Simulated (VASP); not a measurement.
Set up this calculation in VASP 6.6.1, as the native input.

| Property | Result |
| --- | --- |
| Task | single point |
| Functional | r2SCAN |
| Potentials or basis | VASP PAW PBE potentials, release 64 (N, As) |
| Cutoff | 660 eV |
| k mesh | 7 × 7 × 7 |
| Occupations | fermi-dirac, width 0.1 eV |
| Spin | no spin polarisation |
| Dipole correction | no |
| Further INCAR settings | ALGO = Normal; EDIFF = 1e-06; NBANDS = 12 |

The system is AsN.

```
CELL_PARAMETERS angstrom
0.00000 2.37511 2.37511
2.37511 0.00000 2.37511
2.37511 2.37511 0.00000
ATOMIC_POSITIONS crystal
N 0.50000 0.50000 0.50000
As 0.00000 0.00000 0.00000
```

These files were run (other wordings do the same):

POSCAR

```
AsN
1.0
    0.0000000000      2.3751110000      2.3751110000
    2.3751110000      0.0000000000      2.3751110000
    2.3751110000      2.3751110000      0.0000000000
N As
1 1
Direct
    0.5000000000      0.5000000000      0.5000000000
    0.0000000000      0.0000000000      0.0000000000
```

INCAR.step1

```
SYSTEM = AsN
ALGO = Normal
EDIFF = 1E-5
ENCUT = 660
GGA = PE
GGA_COMPAT = .FALSE.
ISMEAR = -1
LASPH = .TRUE.
LCHARG = .FALSE.
LREAL = .FALSE.
LWAVE = .TRUE.
NBANDS = 12
NELM = 120
PREC = Accurate
SIGMA = 0.1
```

INCAR.step2

```
SYSTEM = AsN
ALGO = Normal
EDIFF = 1E-6
ENCUT = 660
GGA_COMPAT = .FALSE.
ISIF = 2
ISMEAR = -1
ISTART = 1
LASPH = .TRUE.
LCHARG = .FALSE.
LMIXTAU = .TRUE.
LREAL = .FALSE.
LWAVE = .FALSE.
METAGGA = R2SCAN
NBANDS = 12
NELM = 120
PREC = Accurate
SIGMA = 0.1
```

KPOINTS

```
k-points
0
G
  7 7 7
  0 0 0
```

Potentials or basis: VASP PAW PBE potentials, release 64 (N, As).

Run with:

```bash
$ cat potpaw_PBE.64/N/POTCAR potpaw_PBE.64/As/POTCAR > POTCAR
$ cp INCAR.step1 INCAR
$ mpirun -np 1 vasp_std > vasp.out
$ cp INCAR.step2 INCAR
$ mpirun -np 1 vasp_std > vasp.out
```

It gave:

| Item | Value |
| --- | --- |
| Pressure | -16.3 GPa |
| Band gap on the k mesh | 0.42 eV |

Caveat: the cell stands under tension; semilocal functionals underestimate gaps, and a narrow one can read as zero; the PAW data sets were made with another functional, which shifts forces and pressure a little; an odd mesh through Γ misses points on the zone boundary, where band edges can lie.

Run time: 61 s on 1 thread of Intel Xeon 8259CL, on a shared host, peak memory 0.17 GiB.
